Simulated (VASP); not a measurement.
A run of VASP 6.6.1 is set up as follows.

The input POSCAR:

```
SiMo3
1.0
    3.8674625842      0.0000000000      0.0000000000
    0.0000000000      3.8674625842      0.0000000000
    0.0000000000      0.0000000000      3.8674625842
Si Mo
1 3
Direct
    0.0000000000      0.0000000000      0.0000000000
    0.0000000000      0.5000000000      0.5000000000
    0.5000000000      0.0000000000      0.5000000000
    0.5000000000      0.5000000000      0.0000000000
```

INCAR.step1

```
  PREC = Accurate
  ENCUT = 600
  ISMEAR = 0
  SIGMA = 0.1
  LREAL = F
  LASPH = T
  NELM = 60
  GGA = PE
  ALGO = Normal
  EDIFF = 1E-4
  LWAVE = T
  LCHARG = F
```

Contents of INCAR.step2:

```
  PREC = Accurate
  ENCUT = 600
  EDIFF = 1E-6
  ISMEAR = 0
  SIGMA = 0.1
  LREAL = F
  LASPH = T
  NELM = 60
  ALGO = Normal
  ISIF = 3
  LWAVE = F
  LCHARG = F
  METAGGA = R2SCAN
  LMIXTAU = T
  IBRION = 2
  NSW = 90
  EDIFFG = -0.04
  ISTART = 1
```

File KPOINTS:

```
regular mesh
0
Gamma
  4 4 4
```

Potentials or basis: VASP PAW PBE potentials, release 64 (Si, Mo_sv).

The run is started by

```bash
$ cat potpaw_PBE.64/Si/POTCAR potpaw_PBE.64/Mo_sv/POTCAR > POTCAR
$ cp INCAR.step1 INCAR
$ mpirun -np 1 vasp_std > vasp.out
$ cp INCAR.step2 INCAR
$ mpirun -np 1 vasp_std > vasp.out
```

Task: Predict the relaxed cell.

Result: a = 3.903 Å, b = 3.903 Å, c = 3.903 Å, α = 90.00°, β = 90.00°, γ = 90.00°.

Task: What does it give for the band gap on the k mesh?

Result: Zero (bands 23 and 24 overlap by 0.97 eV).

Step by step:
```csv
step,energy change (eV),largest force (eV/Å),pressure (GPa),volume (Å³)
1,0.0000,0.0000,7.04,57.85
2,0.1442,0.0000,-13.80,63.33
3,-0.0339,0.0000,-0.13,59.46
```

Caveat: the k points lie up to 0.40 Å⁻¹ apart in the final cell, too coarse for converged energies and pressures of a metal; the PAW data sets were made with another functional, which shifts forces and pressure a little.
